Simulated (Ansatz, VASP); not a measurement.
# TaAl5: VASP beside Ansatz

Contents of INCAR:

```
ALGO = Fast ; EDIFF = 1E-6
EDIFFG = -0.01 ; ENCUT = 600
GGA = PE ; IBRION = 2
ISIF = 3 ; ISMEAR = 0
LASPH = T ; LCHARG = F
LREAL = F ; LWAVE = F
NELM = 80 ; NSW = 100
PREC = Accurate ; SIGMA = 0.1
```

Contents of KPOINTS:

```
k-points
0
Gamma
  12 12 10
```

Contents of POSCAR:

```
TaAl5
1.0
    5.1924897100      0.0000000000      0.0000000000
   -2.5962448600      4.4968280000      0.0000000000
    0.0000000000      0.0000000000      4.2442477600
Ta Al
1 5
Direct
    0.0000000000      0.0000000000      0.0000000000
    0.0000000000      0.5000000000      0.5000000000
    0.3333333300      0.6666666700      0.0000000000
    0.6666666700      0.3333333300      0.0000000000
    0.5000000000      0.0000000000      0.5000000000
    0.5000000000      0.5000000000      0.5000000000
```

Input for Ansatz:

```yaml
crystal:
  lattice:
    - [5.19248971, 0.0, 0.0]
    - [-2.59624486, 4.496828, 0.0]
    - [0.0, 0.0, 4.24424776]
  atoms:
    - { symbol: Ta, position: [0.0, 0.0, 0.0] }
    - { symbol: Al, position: [0.0, 0.5, 0.5] }
    - { symbol: Al, position: [0.33333333, 0.66666667, 0.0] }
    - { symbol: Al, position: [0.66666667, 0.33333333, 0.0] }
    - { symbol: Al, position: [0.5, 0.0, 0.5] }
    - { symbol: Al, position: [0.5, 0.5, 0.5] }
basis:
  ecutwfc: 420
kpoints:
  mp_grid: { grid: [12, 12, 10] }
hamiltonian:
  xc: pbe
scf:
  occupations: { method: gaussian, width: 0.1 }
output:
  forces: true
  stress: true
  eigenvalues: true
  write_density: true
  write_potential: true
  elf: true
  volumetric_format: npy
relax:
  adjacent_minimum: "off"
  f_tol: 0.01
  max_steps: 80
  cell: { stress_tol: 0.05 }
```

Change from the starting cell: species swapped into the LuNi5 type (P6/mmm, No. 191).

Alike in both runs: task relaxation of cell and atoms; functional PBE; k mesh 12 × 12 × 10; occupations gaussian, width 0.1 eV; no spin polarisation.

|  | VASP | Ansatz |
| --- | --- | --- |
| version | VASP 6.6.1 | Ansatz 0.2.0 |
| potentials or method | VASP PAW PBE potentials, release 64 (Ta_pv, Al), cutoff 600 eV | scalar-relativistic, plane waves, PAW |
| valence electrons in the cell | 26 | 28 |

VASP gave:

```
gap on the k mesh at the Fermi level, each at its own relaxed structure (eV) : none
relaxed volume (Å³/atom)                                                     : 16.82
relaxed cell length with the largest relative difference (Å)                 : 4.452
```

Q: Which values does Ansatz return?

A: gap on the k mesh at the Fermi level, each at its own relaxed structure (eV): none; relaxed volume (Å³/atom): 16.81; relaxed cell length with the largest relative difference (Å): 4.451.

A gap of «none» marks a metal or a gap that the smearing closes. VASP's potentials hold 26 valence electrons a cell and Ansatz's 28, so a difference there can come from the potentials and not from the codes.

Spin-orbit coupling is off throughout.
